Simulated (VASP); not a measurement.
# BN (F-43m) in VASP: a series of runs, part 2 of 2

VASP 6.6.1.

### Step 5. Single point, PBE

This run uses another cell than the first one, of 5.33 Å³/atom, 0.885 times its volume.

INCAR

```
  PREC = Accurate
  ENCUT = 600
  EDIFF = 1E-6
  ISMEAR = 0
  SIGMA = 0.01
  LREAL = F
  LASPH = T
  NELM = 120
  ALGO = Normal
  ISIF = 2
  LWAVE = F
  LCHARG = T
  GGA = PE
  LELF = T
  LVHAR = T
  NBANDS = 11
  GGA_COMPAT = F
```

KPOINTS

```
Automatic mesh
0
Gamma
  12 12 12
```

POSCAR

```
BN
1.0
    0.0000000000      1.7472500000      1.7472500000
    1.7472500000      0.0000000000      1.7472500000
    1.7472500000      1.7472500000      0.0000000000
B N
1 1
Direct
    0.0000000000      0.0000000000      0.0000000000
    0.2500000000      0.2500000000      0.2500000000
```

Potentials or basis: VASP PAW PBE potentials, release 64 (B, N).

The run is started by

```bash
cat potpaw_PBE.64/B/POTCAR potpaw_PBE.64/N/POTCAR > POTCAR
mpirun -np 1 vasp_std > vasp.out
```

OUTCAR:

```text
PREC = Accurate
   ENCUT = 600
   EDIFF = 1E-6
   ISMEAR = 0
   LREAL = F
   LASPH = T
   NELM = 120
   ISIF = 2
   GGA = PE

 ion  position               nearest neighbor table
   1  0.000  0.000  0.000-   2 1.51   2 1.51   2 1.51   2 1.51
   2  0.250  0.250  0.250-   1 1.51   1 1.51   1 1.51   1 1.51

  LATTYP: Found a face centered cubic cell.
 ALAT       =     3.4945000000

  Lattice vectors:

 A1 = (   0.0000000000,   1.7472500000,   1.7472500000)
 A2 = (   1.7472500000,   0.0000000000,   1.7472500000)
 A3 = (   1.7472500000,   1.7472500000,   0.0000000000)

Analysis of symmetry for initial positions (statically):
=====================================================================
 Subroutine PRICEL returns:
 Original cell was already a primitive cell.

 Routine SETGRP: Setting up the symmetry group for a
 face centered cubic supercell.

 Subroutine GETGRP returns: Found 24 space group operations
 (whereof 24 operations were pure point group operations)
 out of a pool of 48 trial point group operations.

The static configuration has the point symmetry T_d .

Analysis of symmetry for dynamics (positions and initial velocities):
=====================================================================
 Subroutine PRICEL returns:
 Original cell was already a primitive cell.

 Routine SETGRP: Setting up the symmetry group for a
 face centered cubic supercell.

 Subroutine GETGRP returns: Found 24 space group operations
 (whereof 24 operations were pure point group operations)
 out of a pool of 48 trial point group operations.

The dynamic configuration has the point symmetry T_d .

 Subroutine INISYM returns: Found 24 space group operations
 (whereof 24 operations are pure point group operations),
 and found     1 'primitive' translations

----------------------------------------------------------------------------------------

                                     Primitive cell

  volume of cell :      10.6683
[... 111 lines left out ...]
  Fermi-wavevector in a.u.,A,eV,Ry     =   1.487327  2.810640 30.098011  2.212141
  Thomas-Fermi vector in A             =   2.600502
   LORBIT       =      0    0 simple, 1 ext, 2 COOP (PROOUT), +10 PAW based schemes
   GGA     = PE    functional components
   LHFCALC =     F    Hartree Fock is set to
   AEXX    =    0.0000 exact exchange contribution
   IVDW    =     0    specifies the selected vdW correction
   LEPSILON=     F    determine dielectric tensor
   LRPA    =     F    only Hartree local field effects (RPA)
 non-spin polarized calculation
 Gauss-broadening in eV      SIGMA  =   0.01
  energy-cutoff  :      600.00
  volume of cell :       10.67
 maximum number of plane-waves:       366
   NGX =  9   NGY =  9   NGZ =  9

 number of electron       8.0000001 magnetization

 Free energy of the ion-electron system (eV)
  ---------------------------------------------------
  ext. energy  EPLUGINS =         0.00000000
  ---------------------------------------------------
  free energy    TOTEN  =       -17.27282667 eV

  energy without entropy =      -17.27282667  energy(sigma->0) =      -17.27282667

 E-fermi :   8.7997     XC(G=0): -13.3316

 val. band max:        8.7086471318   @ k =   0.0000   0.0000   0.0000
 cond. band min:      13.2687505251   @ k =   0.5000   0.5000   0.0000
 fundamental gap:      4.5601033933
 Fermi energy:         8.7996932280

 k-point     1 :       0.0000    0.0000    0.0000
  band No.  band energies     occupation
      1     -12.7267      2.00000
      2       8.7086      2.00000
      3       8.7086      2.00000
      4       8.7086      2.00000
      5      18.0140      0.00000
      6      18.0140      0.00000
      7      18.0140      0.00000
      8      20.7638      0.00000
      9      35.4248      0.00000
     10      37.7487      0.00000
     11      37.7487      0.00000
[... 309 lines left out ...]
 k-point    24 :      -0.4167    0.1667    0.0000
  band No.  band energies     occupation
      1      -7.6127      2.00000
      2      -2.2013      2.00000
      3       4.2306      2.00000
      4       5.8648      2.00000
      5      18.5135      0.00000
      6      21.7243      0.00000
      7      22.2361      0.00000
      8      25.7618      0.00000
      9      31.0830      0.00000
     10      35.3586      0.00000
     11      37.5227      0.00000

 [... further k-points ...]
[... 5 lines left out ...]
  --------------------------------------------------------------------------------------
  -------------------------------------------------------------------------------------
  Total        3.3380136      3.3380136      3.3380136     -0.0000000      0.0000000      0.0000000
  in kB      501.3067306    501.3067306    501.3067306     -0.0000000      0.0000000      0.0000000
  external PRESSURE =     501.3067306 kB  Pullay stress =       0.0000000 kB

 VOLUME and BASIS-vectors are now :
 -----------------------------------------------------------------------------
  energy-cutoff  :      600.00
  volume of cell :       10.67
      direct lattice vectors                 reciprocal lattice vectors
     0.000000000  1.747250000  1.747250000    -0.286163972  0.286163972  0.286163972
     1.747250000  0.000000000  1.747250000     0.286163972 -0.286163972  0.286163972
     1.747250000  1.747250000  0.000000000     0.286163972  0.286163972 -0.286163972

 POSITION                                       TOTAL-FORCE (eV/Angst)
 -----------------------------------------------------------------------------------
      0.00000      0.00000      0.00000        -0.000000     -0.000000     -0.000000
      0.87362      0.87362      0.87362         0.000000      0.000000      0.000000
 -----------------------------------------------------------------------------------
    total drift:                                0.000000      0.000000      0.000000

  FREE ENERGIE OF THE ION-ELECTRON SYSTEM (eV)
  ---------------------------------------------------
  free  energy   TOTEN  =       -17.2728266725 eV

  energy  without entropy=      -17.2728266725  energy(sigma->0) =      -17.27282667
```

It took 5.2 s on 1 thread of Intel Xeon 6975P-C (Granite Rapids), shared host; peak memory 0.12 GiB.

Results:

```yaml
Free_energy: -17.2728 eV
Pressure: 50.1 GPa
Band_gap_on_the_k_mesh: 4.56 eV, indirect (least direct gap 9.31 eV)
```

Levels at points of the mesh, in eV from the valence-band top:
```
           k point  band 1  band 2  band 3  band 4  band 5  band 6  band 7  band 8
(0.00, 0.00, 0.00)  -21.44    0.00    0.00    0.00    9.31    9.31    9.31   12.06
(0.50, 0.00, 0.00)  -16.72  -11.66   -2.14   -2.14   11.26   11.26   11.51   16.30
(0.50, 0.50, 0.00)  -15.21   -9.61   -5.43   -5.43    4.56    9.80   19.54   19.54
```

A k mesh can miss the band edges.

### Step 6. Single point, PBE

This run uses another cell than the first one, of 5.94 Å³/atom, 0.985 times its volume.

INCAR

```
SYSTEM = BN
PREC     = Accurate       ! precision mode
ENCUT    = 600            ! plane-wave cutoff, eV
EDIFF    = 1E-6           ! SCF threshold, eV
ISMEAR   = 0              ! smearing method
SIGMA    = 0.01           ! smearing width, eV
LREAL    = .FALSE.        ! projectors in reciprocal space
LASPH    = .TRUE.         ! aspherical terms in the spheres
NELM     = 120            ! most SCF steps
ALGO     = Normal         ! electronic algorithm
ISIF     = 2              ! what is computed and relaxed
LWAVE    = .FALSE.        ! write WAVECAR
LCHARG   = .FALSE.        ! write CHGCAR
GGA      = PE             ! functional
NBANDS   = 11             ! bands
GGA_COMPAT= .FALSE.
```

KPOINTS

```
Automatic mesh
0
G
  12 12 12
  0 0 0
```

POSCAR

```
BN
1.0
    0.0000000000      1.8106875000      1.8106875000
    1.8106875000      0.0000000000      1.8106875000
    1.8106875000      1.8106875000      0.0000000000
B N
1 1
Direct
    0.0000000000      0.0000000000      0.0000000000
    0.2500000000      0.2500000000      0.2500000000
```

Potentials or basis: VASP PAW PBE potentials, release 64 (B, N).

The run is started by

```bash
cat potpaw_PBE.64/B/POTCAR potpaw_PBE.64/N/POTCAR > POTCAR
mpirun -np 1 vasp_std > vasp.out
```

It took 6.5 s on 1 thread of Intel Xeon 6975P-C (Granite Rapids), shared host; peak memory 0.12 GiB.

The run converged. Its results:

| Item | Value |
| --- | --- |
| Free energy | -17.4544 eV |
| Pressure | 1.0 GPa |
| Band gap on the k mesh | 4.45 eV, indirect (least direct gap 8.79 eV) |

Levels at points of the mesh, in eV from the valence-band top:
```
           k point  band 2  band 3  band 4  band 5  band 6  band 7
(0.00, 0.00, 0.00)    0.00    0.00    0.00    8.79    8.79    8.79
(0.50, 0.00, 0.00)  -10.64   -1.93   -1.93   10.08   10.68   10.68
(0.50, 0.50, 0.00)   -8.88   -4.88   -4.88    4.45    9.20   17.84
```

A k mesh can miss the band edges.

### Step 7. The runs side by side

| cell | cutoff (eV) | gap on the mesh (eV) | pressure (GPa) |
| --- | --- | --- | --- |
| a = 2.574 Å, angles 60.0°, 2 atoms | 520 | 4.44 | -4.2 |
| a = 2.497 Å, angles 60.0°, 2 atoms | 600 | 4.53 | 34.0 |
| a = 2.484 Å, angles 60.0°, 2 atoms | 600 | 4.55 | 41.8 |
| a = 2.471 Å, angles 60.0°, 2 atoms | 600 | 4.56 | 50.1 |
| a = 2.561 Å, angles 60.0°, 2 atoms | 600 | 4.45 | 1.0 |

Alike in all rows: task single point; level PBE; potentials or basis VASP PAW PBE potentials, release 64 (B, N); no spin polarisation; k mesh 12 × 12 × 12; smearing gaussian 0.01 eV.

Total energies depend on the potentials used, so only differences within one code and one set of settings carry meaning.
